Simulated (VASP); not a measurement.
# MnO2 (P4_2/mnm) in VASP: further runs, part 2 of 2

VASP 6.6.1. Earlier steps stand in the parts before.

## Step 4: Single point, LDA+U, collinear spin, ferromagnetic start

Input file INCAR:

```
ALGO = Normal
EDIFF = 1E-6
ENCUT = 600
GGA = CA
GGA_COMPAT = False
ISIF = 2
ISMEAR = 0
ISPIN = 2
LASPH = True
LCHARG = False
LDAU = True
LDAUJ = 0 0
LDAUL = 2 -1
LDAUPRINT = 1
LDAUTYPE = 2
LDAUU = 4 0
LMAXMIX = 4
LORBIT = 11
LREAL = False
LWAVE = False
MAGMOM = 3 3 0 0 0 0
NBANDS = 40
NELM = 200
PREC = Accurate
SIGMA = 0.05
```

Input file KPOINTS:

```
k-points
0
Gamma
  4 4 7
```

Input file POSCAR:

```
MnO2
1.0
    4.3959987700      0.0000000000      0.0000000000
    0.0000000000      4.3959987700      0.0000000000
    0.0000000000      0.0000000000      2.8709991900
Mn O
2 4
Direct
    0.0000000000      0.0000000000      0.0000000000
    0.5000000000      0.5000000000      0.5000000000
    0.3020000000      0.3020000000      0.0000000000
    0.1980000000      0.8020000000      0.5000000000
    0.6980000000      0.6980000000      0.0000000000
    0.8020000000      0.1980000000      0.5000000000
```

Potentials or basis: VASP PAW LDA potentials, release 64 (Mn_sv, O).

Run with:

```
$ cat potpaw_LDA.64/Mn_sv/POTCAR potpaw_LDA.64/O/POTCAR > POTCAR
$ mpirun -np 1 vasp_std > vasp.out
```

OUTCAR:

```text
EDIFF = 1E-6
   ENCUT = 600
   GGA = CA
   ISIF = 2
   ISMEAR = 0
   ISPIN = 2
   LASPH = True
   LORBIT = 11
   LREAL = False
   NELM = 200
   PREC = Accurate

 ion  position               nearest neighbor table
   1  0.000  0.000  0.000-   3 1.88   5 1.88   4 1.89   6 1.89   4 1.89   6 1.89
   2  0.500  0.500  0.500-   4 1.88   6 1.88   5 1.89   3 1.89   3 1.89   5 1.89
   3  0.302  0.302  0.000-   1 1.88   2 1.89   2 1.89
   4  0.198  0.802  0.500-   2 1.88   1 1.89   1 1.89
   5  0.698  0.698  0.000-   1 1.88   2 1.89   2 1.89
   6  0.802  0.198  0.500-   2 1.88   1 1.89   1 1.89

  LATTYP: Found a simple tetragonal cell.
 ALAT       =     4.3959987700
 C/A-ratio  =     0.6530937200

  Lattice vectors:

 A1 = (   4.3959987700,   0.0000000000,   0.0000000000)
 A2 = (   0.0000000000,   4.3959987700,   0.0000000000)
 A3 = (   0.0000000000,   0.0000000000,   2.8709991900)

Analysis of symmetry for initial positions (statically):
=====================================================================
 Subroutine PRICEL returns:
 Original cell was already a primitive cell.

 Routine SETGRP: Setting up the symmetry group for a
 simple tetragonal supercell.

 Subroutine GETGRP returns: Found 16 space group operations
 (whereof  8 operations were pure point group operations)
 out of a pool of 16 trial point group operations.

The static configuration has the point symmetry D_2h.
 The point group associated with its full space group is D_4h.

Analysis of symmetry for dynamics (positions and initial velocities):
=====================================================================
 Subroutine PRICEL returns:
 Original cell was already a primitive cell.

 Routine SETGRP: Setting up the symmetry group for a
 simple tetragonal supercell.

 Subroutine GETGRP returns: Found 16 space group operations
 (whereof  8 operations were pure point group operations)
 out of a pool of 16 trial point group operations.

The dynamic configuration has the point symmetry D_2h.
 The point group associated with its full space group is D_4h.

Analysis of structural, dynamic, and magnetic symmetry:
=====================================================================
 Subroutine PRICEL returns:
 Original cell was already a primitive cell.

 Routine SETGRP: Setting up the symmetry group for a
 simple tetragonal supercell.

 Subroutine GETGRP returns: Found 16 space group operations
 (whereof  8 operations were pure point group operations)
 out of a pool of 16 trial point group operations.

The overall configuration has the point symmetry D_2h.
 The point group associated with its full space group is D_4h.

 Subroutine INISYM returns: Found 16 space group operations
 (whereof  8 operations are pure point group operations),
 and found     1 'primitive' translations

----------------------------------------------------------------------------------------

[... 197 lines left out ...]
  o =  0.0606  v =  0.0000  0.0000  0.0000  0.0000  0.0000 -0.5234 -0.0000  0.8521  0.0000 -0.0000      0.0000  0.0000  0.0000  0.0000  0.0000  0.0000  0.0000  0.0000  0.0000  0.0000
  o =  0.1020  v =  0.0000  0.0000  0.0000  0.0000  0.0000  0.0000  0.7071  0.0000 -0.7071 -0.0000      0.0000  0.0000  0.0000  0.0000  0.0000  0.0000  0.0000  0.0000  0.0000  0.0000
  o =  0.1152  v =  0.0000  0.0000  0.0000  0.0000  0.0000 -0.0000  0.0000  0.0000  0.0000  1.0000      0.0000  0.0000  0.0000  0.0000  0.0000  0.0000  0.0000  0.0000  0.0000  0.0000
  o =  0.2455  v =  0.0000  0.0000  0.0000  0.0000  0.0000 -0.8521 -0.0000 -0.5234  0.0000 -0.0000      0.0000  0.0000  0.0000  0.0000  0.0000  0.0000  0.0000  0.0000  0.0000  0.0000
  o =  0.2645  v =  0.0000  0.0000  0.0000  0.0000  0.0000  0.0000 -0.7071  0.0000 -0.7071  0.0000      0.0000  0.0000  0.0000  0.0000  0.0000  0.0000  0.0000  0.0000  0.0000  0.0000
  o =  0.4194  v =  0.0000  0.7071 -0.0000  0.7071 -0.0000  0.0000  0.0000  0.0000  0.0000  0.0000      0.0000  0.0000  0.0000  0.0000  0.0000  0.0000  0.0000  0.0000  0.0000  0.0000
  o =  0.4331  v = -0.8627  0.0000 -0.5057  0.0000  0.0000  0.0000  0.0000  0.0000  0.0000  0.0000      0.0000  0.0000  0.0000  0.0000  0.0000  0.0000  0.0000  0.0000  0.0000  0.0000
  o =  0.9153  v = -0.5057  0.0000  0.8627  0.0000 -0.0000  0.0000  0.0000  0.0000  0.0000  0.0000      0.0000  0.0000  0.0000  0.0000  0.0000  0.0000  0.0000  0.0000  0.0000  0.0000
  o =  0.9250  v =  0.0000  0.7071 -0.0000 -0.7071 -0.0000  0.0000  0.0000  0.0000  0.0000  0.0000      0.0000  0.0000  0.0000  0.0000  0.0000  0.0000  0.0000  0.0000  0.0000  0.0000
  o =  0.9362  v =  0.0000 -0.0000 -0.0000  0.0000 -1.0000  0.0000  0.0000  0.0000  0.0000  0.0000      0.0000  0.0000  0.0000  0.0000  0.0000  0.0000  0.0000  0.0000  0.0000  0.0000

 number of electron      53.9999962 magnetization       6.0180029

 Free energy of the ion-electron system (eV)
  ---------------------------------------------------
  ext. energy  EPLUGINS =         0.00000000
  ---------------------------------------------------
  free energy    TOTEN  =       -47.34358643 eV

  energy without entropy =      -47.34356894  energy(sigma->0) =      -47.34357768

 E-fermi :   6.2089     XC(G=0): -12.6775

 val. band max:        6.1142800863   @ k =   0.0000   0.0000   0.1429
 cond. band min:       6.2915862582   @ k =   0.0000   0.0000   0.0000
 fundamental gap:      0.1773061719
 Fermi energy:         6.2088716591

 spin component 1

 k-point     1 :       0.0000    0.0000    0.0000
  band No.  band energies     occupation
      1     -75.0478      1.00000
      2     -75.0448      1.00000
      3     -44.2441      1.00000
      4     -44.2363      1.00000
      5     -44.1889      1.00000
      6     -44.1889      1.00000
[... 997 lines left out ...]
     38      19.2022      0.00000
     39      21.2724      0.00000
 Fermi energy:         6.2088716591

 spin component 2

 k-point     1 :       0.0000    0.0000    0.0000
  band No.  band energies     occupation
      1     -71.9563      1.00000
      2     -71.9526      1.00000
      3     -41.2562      1.00000
      4     -41.2463      1.00000
      5     -41.1982      1.00000
      6     -41.1982      1.00000
[... 997 lines left out ...]
     38      19.8371      0.00000
     39      21.5437      0.00000
 [bands above 39 left out]

------------------------ aborting loop because EDIFF is reached ----------------------------------------

  FORCE on cell =-STRESS in cart. coord.  units (eV):
  Direction    XX          YY          ZZ          XY          YZ          ZX
  --------------------------------------------------------------------------------------
  -------------------------------------------------------------------------------------
  Total       -2.7614794     -2.7614794     -3.4204845     -0.0000000      0.0000000      0.0000000
  in kB      -79.7451346    -79.7451346    -98.7756755     -0.0000000      0.0000000      0.0000000
  external PRESSURE =     -86.0886483 kB  Pullay stress =       0.0000000 kB

 VOLUME and BASIS-vectors are now :
 -----------------------------------------------------------------------------
  energy-cutoff  :      600.00
  volume of cell :       55.48
      direct lattice vectors                 reciprocal lattice vectors
     4.395998770  0.000000000  0.000000000     0.227479590  0.000000000  0.000000000
     0.000000000  4.395998770  0.000000000     0.000000000  0.227479590  0.000000000
     0.000000000  0.000000000  2.870999190     0.000000000  0.000000000  0.348310791

 POSITION                                       TOTAL-FORCE (eV/Angst)
 -----------------------------------------------------------------------------------
      0.00000      0.00000      0.00000         0.000000      0.000000      0.000000
      2.19800      2.19800      1.43550         0.000000      0.000000      0.000000
      1.32759      1.32759      0.00000         0.383694      0.383694      0.000000
      0.87041      3.52559      1.43550        -0.383694      0.383694      0.000000
      3.06841      3.06841      0.00000        -0.383694     -0.383694     -0.000000
      3.52559      0.87041      1.43550         0.383694     -0.383694     -0.000000
 -----------------------------------------------------------------------------------
    total drift:                                0.000000      0.000000      0.000000

  FREE ENERGIE OF THE ION-ELECTRON SYSTEM (eV)
  ---------------------------------------------------
  free  energy   TOTEN  =       -47.3435864309 eV

  energy  without entropy=      -47.3435689359  energy(sigma->0) =      -47.34357768

 total charge

# of ion       s       p       d       tot
------------------------------------------
    1        2.209   6.117   4.391  12.717
    2        2.209   6.117   4.391  12.717
    3        1.551   3.468   0.000   5.019
    4        1.551   3.468   0.000   5.019
    5        1.551   3.468   0.000   5.019
    6        1.551   3.468   0.000   5.019
--------------------------------------------------
tot         10.621  26.107   8.782  45.510

 magnetization (x)

# of ion       s       p       d       tot
------------------------------------------
    1        0.013   0.013   2.834   2.860
    2        0.013   0.013   2.834   2.860
    3       -0.002   0.008   0.000   0.006
    4       -0.002   0.008   0.000   0.006
    5       -0.002   0.008   0.000   0.006
    6       -0.002   0.008   0.000   0.006
--------------------------------------------------
tot          0.018   0.059   5.668   5.744
```

Run time: 50 s. Hardware: 1 thread of Intel Xeon 6975P-C (Granite Rapids), shared host; peak memory 0.21 GiB.

What came out:

- Free energy: -47.3436 eV
- Pressure: -8.6 GPa
- Largest force: 0.543 eV/Å
- Band gap on the k mesh: zero (filled and empty bands overlap)
- Net moment: 6.02 μB per cell
- Site moments: Mn +2.86; O +0.01 μB
- Valence electrons inside the program's atomic spheres: Mn 12.72; O 5.02

Forces on the atoms (eV/Å):
```
Mn   0.000  0.000  0.000
Mn   0.000  0.000  0.000
O    0.384  0.384  0.000
O   -0.384  0.384  0.000
O   -0.384 -0.384  0.000
O    0.384 -0.384  0.000
```

Stress tensor (GPa, compression positive):
```
-7.97  0.00  0.00
 0.00 -7.97  0.00
 0.00  0.00 -9.88
```

Eigenvalues of the final occupation matrices:
```tsv
site	spin	trace	eigenvalues
site 1 d	1	3.63	0.42 0.43 0.92 0.92 0.94
site 1 d	2	0.79	0.06 0.10 0.12 0.25 0.26
site 2 d	1	3.63	0.42 0.43 0.92 0.92 0.94
site 2 d	2	0.79	0.06 0.10 0.12 0.25 0.26
```

Caveat: the cell stands under tension; only a ferromagnetic start was run, and an antiferromagnetic order may lie lower in energy.

## Step 5: Single point, LDA+U, collinear spin, ferromagnetic start

Input file INCAR:

```
ALGO     = Normal         # electronic algorithm
EDIFF    = 1E-6           # SCF threshold, eV
ENCUT    = 600            # plane-wave cutoff, eV
GGA_COMPAT= False        
ISIF     = 2              # what is computed and relaxed
ISMEAR   = 0              # smearing method
ISPIN    = 2              # spin polarisation
LASPH    = True           # aspherical terms in the spheres
LCHARG   = False          # write CHGCAR
LDAU     = True           # DFT+U
LDAUJ    = 0 0          
LDAUL    = 2 -1           # shell
LDAUPRINT= 1            
LDAUTYPE = 2            
LDAUU    = 4 0            # U, eV
LMAXMIX  = 4              # l up to which the mixer works
LORBIT   = 11             # projections on sites
LREAL    = False          # projectors in reciprocal space
LWAVE    = False          # write WAVECAR
MAGMOM   = 2.63 2.63 -0.03 -0.03 -0.03 -0.03 # initial moments
NBANDS   = 40             # bands
NELM     = 200            # most SCF steps
PREC     = Accurate       # precision mode
SIGMA    = 0.05           # smearing width, eV
```

KPOINTS is that of step 4.

POSCAR is that of step 4.

Run with:

```
$ cat potpaw_LDA.64/Mn_sv/POTCAR potpaw_LDA.64/O/POTCAR > POTCAR
$ mpirun -np 1 vasp_std > vasp.out
```

Wall time 2 min (1 thread of Intel Xeon Platinum 8259CL at 2.50GHz (Skylake/Cascade Lake), shared host); peak memory 0.22 GiB.

It converged, with:

* Free energy: -47.3436 eV
* Pressure: -8.6 GPa
* Largest force: 0.543 eV/Å
* Band gap on the k mesh: zero (filled and empty bands overlap)
* Net moment: 6.02 μB per cell
* Site moments: Mn +2.86; O +0.01 μB
* Valence electrons inside the program's atomic spheres: Mn 12.72; O 5.02

Forces in eV/Å, atoms in the order of the input:
```
Mn   0.000  0.000  0.000
Mn   0.000  0.000  0.000
O    0.384  0.384  0.000
O   -0.384  0.384  0.000
O   -0.384 -0.384  0.000
O    0.384 -0.384  0.000
```

Stress tensor (GPa, compression positive):
```
-7.97  0.00  0.00
 0.00 -7.97  0.00
 0.00  0.00 -9.87
```

Levels at points of the mesh, in eV from the Fermi level:
Spin up:
```tsv
k point	band 26	band 27	band 28	band 29	band 30	band 31	band 32	band 33	band 34	band 35
(0.00, 0.00, 0.00)	-1.27	-1.00	-0.76	-0.76	-0.11	-0.11	2.76	2.76	3.58	7.86
(0.50, 0.00, 0.00)	-1.61	-1.53	-1.53	-0.91	-0.91	2.41	2.41	2.54	2.54	10.20
(0.50, 0.50, 0.00)	-2.23	-1.83	-1.83	-0.19	-0.19	1.53	1.53	2.72	2.72	11.49
```
Spin down:
```
           k point  band 22  band 23  band 24  band 25  band 26  band 27
(0.00, 0.00, 0.00)    -0.63    -0.63     0.08     1.23     1.39     1.66
(0.50, 0.00, 0.00)    -2.49    -0.83    -0.83     1.83     1.83     2.31
(0.50, 0.50, 0.00)    -2.20    -1.73    -1.73     1.21     1.21     1.68
```

Eigenvalues of the final occupation matrices:
```tsv
site	spin	trace	eigenvalues
site 1 d	1	3.63	0.42 0.43 0.92 0.92 0.94
site 1 d	2	0.79	0.06 0.10 0.12 0.25 0.26
site 2 d	1	3.63	0.42 0.43 0.92 0.92 0.94
site 2 d	2	0.79	0.06 0.10 0.12 0.25 0.26
```

Caveat: the cell stands under tension; only a ferromagnetic start was run, and an antiferromagnetic order may lie lower in energy. The state reached can hang on the start; a lower one may exist.

## Step 6: Single point, LDA+U, collinear spin, ferromagnetic start

Input file INCAR:

```
SYSTEM = MnO2
ALGO     = Normal         ! electronic algorithm
EDIFF    = 1E-6           ! SCF threshold, eV
ENCUT    = 600            ! plane-wave cutoff, eV
GGA_COMPAT= .FALSE.      
ISIF     = 2              ! what is computed and relaxed
ISMEAR   = 0              ! smearing method
ISPIN    = 2              ! spin polarisation
LASPH    = .TRUE.         ! aspherical terms in the spheres
LCHARG   = .FALSE.        ! write CHGCAR
LDAU     = .TRUE.         ! DFT+U
LDAUJ    = 0 0          
LDAUL    = 2 -1           ! shell
LDAUPRINT= 1            
LDAUTYPE = 2            
LDAUU    = 4 0            ! U, eV
LMAXMIX  = 4              ! l up to which the mixer works
LORBIT   = 11             ! projections on sites
LREAL    = .FALSE.        ! projectors in reciprocal space
LWAVE    = .FALSE.        ! write WAVECAR
MAGMOM   = 2.89 2.89 -0.04 -0.04 -0.04 -0.04 ! initial moments
NBANDS   = 40             ! bands
NELM     = 200            ! most SCF steps
NUPDOWN  = 6.0            ! fixed moment
PREC     = Accurate       ! precision mode
SIGMA    = 0.05           ! smearing width, eV
```

Input file KPOINTS:

```
k-points
0
G
  4 4 7
  0 0 0
```

POSCAR is that of step 5.

Potentials or basis: VASP PAW LDA potentials, release 64 (Mn_sv, O).

Run with:

```
$ cat potpaw_LDA.64/Mn_sv/POTCAR potpaw_LDA.64/O/POTCAR > POTCAR
$ mpirun -np 1 vasp_std > vasp.out
```

It took 58 s on 1 thread of Intel Xeon 6975P-C (Granite Rapids), shared host; peak memory 0.21 GiB.

The run converged. Its results:

```yaml
Free_energy: -47.3422 eV
Pressure: -8.7 GPa
Largest_force: 0.546 eV/Å
Net_moment: 6.00 μB per cell
Site_moments: Mn +2.86; O +0.00 μB
Valence_electrons_inside_the_program's_atomic_spheres: Mn 12.72; O 5.02
```

Forces in eV/Å, atoms in the order of the input:
```
Mn   0.000  0.000  0.000
Mn   0.000  0.000  0.000
O    0.386  0.386  0.000
O   -0.386  0.386  0.000
O   -0.386 -0.386  0.000
O    0.386 -0.386  0.000
```

Stress tensor (GPa, compression positive):
```
-8.05  0.00  0.00
 0.00 -8.05  0.00
 0.00  0.00 -9.99
```

Eigenvalues of the final occupation matrices:
| site | spin | trace | eigenvalues |
| --- | --- | --- | --- |
| site 1 d | 1 | 3.63 | 0.42 0.43 0.92 0.93 0.94 |
| site 1 d | 2 | 0.79 | 0.06 0.10 0.12 0.25 0.26 |
| site 2 d | 1 | 3.63 | 0.42 0.43 0.92 0.93 0.94 |
| site 2 d | 2 | 0.79 | 0.06 0.10 0.12 0.25 0.26 |

Caveat: the cell stands under tension; the total moment is fixed, so each spin has its own Fermi level; only a ferromagnetic start was run, and an antiferromagnetic order may lie lower in energy.

## Step 7: Overview

| fixed moment (μB) | pressure (GPa) | moment (μB) | largest force (eV/Å) |
| --- | --- | --- | --- |
| 3.0 | -14.1 | 3.00 | 0.51 |
| - | -8.6 | 6.02 | 0.54 |
| 6.0 | -8.7 | 6.00 | 0.55 |

Alike in all rows: task single point; level LDA+U; potentials or basis VASP PAW LDA potentials, release 64 (Mn_sv, O); spin collinear, ferromagnetic start; Mn d U = 4.0 eV; cell as given; k mesh 4 × 4 × 7; cutoff (eV) 600; smearing gaussian 0.05 eV.

Caveats: the cell stands under tension; only a ferromagnetic start was run, and an antiferromagnetic order may lie lower in energy; the total moment is fixed, so each spin has its own Fermi level (at least some runs).

Total energies depend on the potentials used, so only differences within one code and one set of settings carry meaning.
